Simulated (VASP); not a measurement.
# Na3OF (Pm-3m) in VASP: notebook, part 2 of 3

VASP 6.6.1.

### Step 3. Single point, r2SCAN (15.44 Å³/atom)

This run uses another cell than the first one, of 15.44 Å³/atom.

The input, POSCAR:

```
Na3OF
1.0
    4.2580842278      0.0000000000      0.0000000000
    0.0000000000      4.2580842278      0.0000000000
    0.0000000000      0.0000000000      4.2580842278
F O Na
1 1 3
Direct
    0.0000000000      0.0000000000      0.0000000000
    0.5000000000      0.5000000000      0.5000000000
    0.5000000000      0.5000000000      0.0000000000
    0.5000000000      0.0000000000      0.5000000000
    0.0000000000      0.5000000000      0.5000000000
```

The input, INCAR.step1:

```
ALGO = Normal ; EDIFF = 1E-4
ENCUT = 520 ; GGA = PE
ISMEAR = 0 ; LASPH = True
LCHARG = False ; LREAL = False
LWAVE = True ; NBANDS = 25
NELM = 100 ; PREC = Accurate
SIGMA = 0.01
```

The input, INCAR.step2:

```
ALGO = Normal ; EDIFF = 1E-7
ENCUT = 520 ; ISIF = 2
ISMEAR = 0 ; ISTART = 1
LASPH = True ; LCHARG = False
LMIXTAU = True ; LREAL = False
LWAVE = False ; METAGGA = R2SCAN
NBANDS = 25 ; NELM = 100
PREC = Accurate ; SIGMA = 0.01
```

The input, KPOINTS:

```
k-points
0
Gamma
  6 6 6
```

Potentials or basis: VASP PAW PBE potentials, release 64 (F, O, Na_pv).

The run is started by

```console
$ cat potpaw_PBE.64/F/POTCAR potpaw_PBE.64/O/POTCAR potpaw_PBE.64/Na_pv/POTCAR > POTCAR
$ cp INCAR.step1 INCAR
$ mpirun -np 1 vasp_std > vasp.out
$ cp INCAR.step2 INCAR
$ mpirun -np 1 vasp_std > vasp.out
```

OUTCAR:

```text
EDIFF = 1E-7
   ENCUT = 520
   ISIF = 2
   ISMEAR = 0
   ISTART = 1
   LASPH = True
   LREAL = False
   METAGGA = R2SCAN
   NELM = 100
   PREC = Accurate

 ion  position               nearest neighbor table
   1  0.000  0.000  0.000-
   2  0.500  0.500  0.500-   3 2.13   4 2.13   5 2.13   3 2.13   4 2.13   5 2.13
   3  0.500  0.500  0.000-   2 2.13   2 2.13
   4  0.500  0.000  0.500-   2 2.13   2 2.13
   5  0.000  0.500  0.500-   2 2.13   2 2.13

  LATTYP: Found a simple cubic cell.
 ALAT       =     4.2580842278

  Lattice vectors:

 A1 = (   4.2580842278,   0.0000000000,   0.0000000000)
 A2 = (   0.0000000000,   4.2580842278,   0.0000000000)
 A3 = (   0.0000000000,   0.0000000000,   4.2580842278)

Analysis of symmetry for initial positions (statically):
=====================================================================
 Subroutine PRICEL returns:
 Original cell was already a primitive cell.

 Routine SETGRP: Setting up the symmetry group for a
 simple cubic supercell.

 Subroutine GETGRP returns: Found 48 space group operations
 (whereof 48 operations were pure point group operations)
 out of a pool of 48 trial point group operations.

The static configuration has the point symmetry O_h .

Analysis of symmetry for dynamics (positions and initial velocities):
=====================================================================
 Subroutine PRICEL returns:
 Original cell was already a primitive cell.

 Routine SETGRP: Setting up the symmetry group for a
 simple cubic supercell.

 Subroutine GETGRP returns: Found 48 space group operations
 (whereof 48 operations were pure point group operations)
 out of a pool of 48 trial point group operations.

The dynamic configuration has the point symmetry O_h .

 Subroutine INISYM returns: Found 48 space group operations
 (whereof 48 operations are pure point group operations),
 and found     1 'primitive' translations

----------------------------------------------------------------------------------------

                                     Primitive cell

  volume of cell :      77.2045

  direct lattice vectors                    reciprocal lattice vectors
     4.258084228  0.000000000  0.000000000     0.234847398  0.000000000  0.000000000
     0.000000000  4.258084228  0.000000000     0.000000000  0.234847398  0.000000000
     0.000000000  0.000000000  4.258084228     0.000000000  0.000000000  0.234847398

  length of vectors
     4.258084228  4.258084228  4.258084228     0.234847398  0.234847398  0.234847398

  position of ions in fractional coordinates (direct lattice)
     0.000000000  0.000000000  0.000000000
     0.500000000  0.500000000  0.500000000
     0.500000000  0.500000000  0.000000000
     0.500000000  0.000000000  0.500000000
     0.000000000  0.500000000  0.500000000

  ion indices of the primitive-cell ions
   primitive index   ion index
                 1           1
                 2           2
                 3           3
                 4           4
                 5           5

----------------------------------------------------------------------------------------

 KPOINTS: k-points

Automatic generation of k-mesh.
 Grid dimensions read from file:
 generate k-points for:    6    6    6

 Generating k-lattice:

  Cartesian coordinates                     Fractional coordinates (reciprocal lattice)
     0.039141233  0.000000000  0.000000000     0.166666667  0.000000000  0.000000000
     0.000000000  0.039141233  0.000000000     0.000000000  0.166666667  0.000000000
     0.000000000  0.000000000  0.039141233     0.000000000  0.000000000  0.166666667

  Length of vectors
     0.039141233  0.039141233  0.039141233

  Shift w.r.t. Gamma in fractional coordinates (k-lattice)
     0.000000000  0.000000000  0.000000000

 Subroutine IBZKPT returns following result:
 ===========================================

 Found     20 irreducible k-points:

 Following reciprocal coordinates:
            Coordinates               Weight
  0.000000  0.000000  0.000000      1.000000
  0.166667  0.000000  0.000000      6.000000
  0.333333  0.000000  0.000000      6.000000
  0.500000  0.000000  0.000000      3.000000
  0.166667  0.166667  0.000000     12.000000
  0.333333  0.166667  0.000000     24.000000
[... 12 lines left out ...]
  0.500000  0.500000  0.333333      6.000000
  0.500000  0.500000  0.500000      1.000000
   k-points           NKPTS =     20   k-points in BZ     NKDIM =     20   number of bands    NBANDS=     25
   number of dos      NEDOS =    301   number of ions     NIONS =      5
   total plane-waves  NPLWV =  32768
   dimension x,y,z NGX =    32 NGY =   32 NGZ =   32
   dimension x,y,z NGXF=    64 NGYF=   64 NGZF=   64
   ions per type =               1   1   3
   NGX,Y,Z   is equivalent  to a cutoff of  12.49, 12.49, 12.49 a.u.
   NGXF,Y,Z  is equivalent  to a cutoff of  24.99, 24.99, 24.99 a.u.
 SYSTEM =  unknown system
   PREC   = accura    normal or accurate (medium, high low for compatibility)
   ISTART =      1    job   : 0-new  1-cont  2-samecut
   ICHARG =      0    charge: 1-file 2-atom 10-const
   ISPIN  =      1    spin polarized calculation?
   LNONCOLLINEAR =      F non collinear calculations
   LSORBIT =      F    spin-orbit coupling
   LASPH  =      T    aspherical Exc in radial PAW
   ENCUT  =  520.0 eV  38.22 Ry    6.18 a.u.   7.92  7.92  7.92*2*pi/ulx,y,z
   NELM   =    100;   NELMIN=  2; NELMDL=  0     # of ELM steps
   EDIFF  = 0.1E-06   stopping-criterion for ELM
   LREAL  =      F    real-space projection
   EDIFFG = 0.1E-05   stopping-criterion for IOM
   NSW    =      0    number of steps for IOM
   IBRION =     -1    ionic relax: 0-MD 1-quasi-New 2-CG
   NFREE  =      0    steps in history (QN), initial steepest desc. (CG)
   ISIF   =      2    stress and relaxation
   ISYM   =      2    0-nonsym 1-usesym 2-fastsym
   POTIM  = 0.5000    time-step for ionic-motion
   TEBEG  =    0.0;   TEEND  =   0.0 temperature during run
   PSTRESS=    0.0 pullay stress
   NELECT =      34.0000    total number of electrons
   NUPDOWN=      -1.0000    fix difference up-down
   EMIN   =  10.00;   EMAX   =-10.00  energy-range for DOS
   EFERMI =   0.00;   METHOD = LEGACY
   ISMEAR =     0;   SIGMA  =   0.01  broadening in eV -4-tet -1-fermi 0-gaus
   EFERMI_NEDOS =   21; number of points for ismear=-14 and -15
   IALGO  =     38    algorithm
   IMIX   =      4    mixing-type and parameters
     AMIX     =   0.40;   BMIX     =  1.00
     AMIX_MAG =   1.60;   BMIX_MAG =  1.00
  volume/ion in A,a.u.               =      15.44       104.20
  Fermi-wavevector in a.u.,A,eV,Ry     =   1.245528  2.353707 21.107268  1.551340
  Thomas-Fermi vector in A             =   2.379746
   LORBIT       =      0    0 simple, 1 ext, 2 COOP (PROOUT), +10 PAW based schemes
   METAGGA = R2SCAN    functional components
   LHFCALC =     F    Hartree Fock is set to
   AEXX    =    0.0000 exact exchange contribution
   IVDW    =     0    specifies the selected vdW correction
   LEPSILON=     F    determine dielectric tensor
   LRPA    =     F    only Hartree local field effects (RPA)
 non-spin polarized calculation
 Gauss-broadening in eV      SIGMA  =   0.01
  energy-cutoff  :      520.00
  volume of cell :       77.20
 maximum number of plane-waves:      2103
 NGX is ok and might be reduce to    32
   NGX = 15   NGY = 15   NGZ = 15

 number of electron      33.9999934 magnetization

 Free energy of the ion-electron system (eV)
  ---------------------------------------------------
  ext. energy  EPLUGINS =         0.00000000
  ---------------------------------------------------
  free energy    TOTEN  =       -28.58308955 eV

  energy without entropy =      -28.58308955  energy(sigma->0) =      -28.58308955

 E-fermi :  -0.3224     XC(G=0):  -8.7765

 val. band max:       -0.4109811504   @ k =   0.0000   0.0000   0.0000
 cond. band min:       2.1044169306   @ k =   0.0000   0.0000   0.0000
 fundamental gap:      2.5153980810
 Fermi energy:        -0.3223786233

 k-point     1 :       0.0000    0.0000    0.0000
  band No.  band energies     occupation
      1     -23.1288      2.00000
      2     -23.1288      2.00000
      3     -23.1288      2.00000
      4     -23.0589      2.00000
      5     -23.0589      2.00000
      6     -23.0589      2.00000
[... 549 lines left out ...]
     24       9.6003      0.00000
     25      11.8558      0.00000

------------------------ aborting loop because EDIFF is reached ----------------------------------------

  FORCE on cell =-STRESS in cart. coord.  units (eV):
  Direction    XX          YY          ZZ          XY          YZ          ZX
  --------------------------------------------------------------------------------------
  -------------------------------------------------------------------------------------
  Total        1.4120305      1.4120305      1.4120305     -0.0000000     -0.0000000     -0.0000000
  in kB       29.3029886     29.3029886     29.3029886     -0.0000000     -0.0000000     -0.0000000
  external PRESSURE =      29.3029886 kB  Pullay stress =       0.0000000 kB

 VOLUME and BASIS-vectors are now :
 -----------------------------------------------------------------------------
  energy-cutoff  :      520.00
  volume of cell :       77.20
      direct lattice vectors                 reciprocal lattice vectors
     4.258084228  0.000000000  0.000000000     0.234847398  0.000000000  0.000000000
     0.000000000  4.258084228  0.000000000     0.000000000  0.234847398  0.000000000
     0.000000000  0.000000000  4.258084228     0.000000000  0.000000000  0.234847398

 POSITION                                       TOTAL-FORCE (eV/Angst)
 -----------------------------------------------------------------------------------
      0.00000      0.00000      0.00000         0.000000      0.000000      0.000000
      2.12904      2.12904      2.12904         0.000000      0.000000      0.000000
      2.12904      2.12904      0.00000         0.000000      0.000000      0.000000
      2.12904      0.00000      2.12904         0.000000      0.000000      0.000000
      0.00000      2.12904      2.12904         0.000000      0.000000      0.000000
 -----------------------------------------------------------------------------------
    total drift:                                0.000000     -0.000000     -0.000000

  FREE ENERGIE OF THE ION-ELECTRON SYSTEM (eV)
  ---------------------------------------------------
  free  energy   TOTEN  =       -28.5830895495 eV

  energy  without entropy=      -28.5830895495  energy(sigma->0) =      -28.58308955
```

Wall time 44 s (1 thread of Intel Xeon 6975P-C (Granite Rapids), shared host); peak memory 0.19 GiB.

Results:

```
Free energy            : -28.5831 eV
Pressure               : 2.9 GPa
Band gap on the k mesh : 2.52 eV
```

Caveat: the PAW data sets were made with another functional, which shifts forces and pressure a little. A k mesh can miss the band edges.

### Step 4. Single point, r2SCAN (15.93 Å³/atom)

This run uses another cell than the first one, of 15.93 Å³/atom.

POSCAR, as its differences from that of step 3:

```diff
@@ -2,5 +2,5 @@
 1.0
-    4.2580842278      0.0000000000      0.0000000000
-    0.0000000000      4.2580842278      0.0000000000
-    0.0000000000      0.0000000000      4.2580842278
+    4.3029094611      0.0000000000      0.0000000000
+    0.0000000000      4.3029094611      0.0000000000
+    0.0000000000      0.0000000000      4.3029094611
 F O Na
```

The input, INCAR.step1:

```
ALGO     = Normal         # electronic algorithm
EDIFF    = 1E-4           # SCF threshold, eV
ENCUT    = 520            # plane-wave cutoff, eV
GGA      = PE             # functional
ISMEAR   = 0              # smearing method
LASPH    = T              # aspherical terms in the spheres
LCHARG   = F              # write CHGCAR
LREAL    = F              # projectors in reciprocal space
LWAVE    = T              # write WAVECAR
NBANDS   = 25             # bands
NELM     = 60             # most SCF steps
PREC     = Accurate       # precision mode
SIGMA    = 0.01           # smearing width, eV
```

The input, INCAR.step2:

```
ALGO     = Normal         # electronic algorithm
EDIFF    = 1E-7           # SCF threshold, eV
ENCUT    = 520            # plane-wave cutoff, eV
ISIF     = 2              # what is computed and relaxed
ISMEAR   = 0              # smearing method
ISTART   = 1            
LASPH    = T              # aspherical terms in the spheres
LCHARG   = F              # write CHGCAR
LMIXTAU  = T            
LREAL    = F              # projectors in reciprocal space
LWAVE    = F              # write WAVECAR
METAGGA  = R2SCAN         # meta-GGA
NBANDS   = 25             # bands
NELM     = 60             # most SCF steps
PREC     = Accurate       # precision mode
SIGMA    = 0.01           # smearing width, eV
```

KPOINTS is that of step 3.

The run is started by

```console
$ cat potpaw_PBE.64/F/POTCAR potpaw_PBE.64/O/POTCAR potpaw_PBE.64/Na_pv/POTCAR > POTCAR
$ cp INCAR.step1 INCAR
$ mpirun -np 1 vasp_std > vasp.out
$ cp INCAR.step2 INCAR
$ mpirun -np 1 vasp_std > vasp.out
```

It took 43 s on 1 thread of Intel Xeon 6975P-C (Granite Rapids), shared host; peak memory 0.19 GiB.

The run converged. Its results:

```yaml
Free_energy: -28.6162 eV
Pressure: 1.3 GPa
Band_gap_on_the_k_mesh: 2.47 eV
```

Levels at points of the mesh, in eV from the valence-band top:
```tsv
k point	band 13	band 14	band 15	band 16	band 17	band 18	band 19	band 20	band 21	band 22
(0.00, 0.00, 0.00)	-2.62	-2.62	0.00	0.00	0.00	2.47	8.19	8.19	11.06	11.06
(0.50, 0.00, 0.00)	-2.59	-2.59	-0.80	-0.05	-0.05	5.08	5.46	9.10	10.76	10.76
(0.50, 0.50, 0.00)	-2.91	-2.58	-0.51	-0.51	-0.05	5.80	7.27	7.27	7.76	10.94
(0.50, 0.50, 0.50)	-2.77	-2.77	-0.64	-0.64	-0.64	7.37	7.37	7.37	9.38	9.38
```

Caveat: the PAW data sets were made with another functional, which shifts forces and pressure a little.

(Continued in part 3 of 3.)
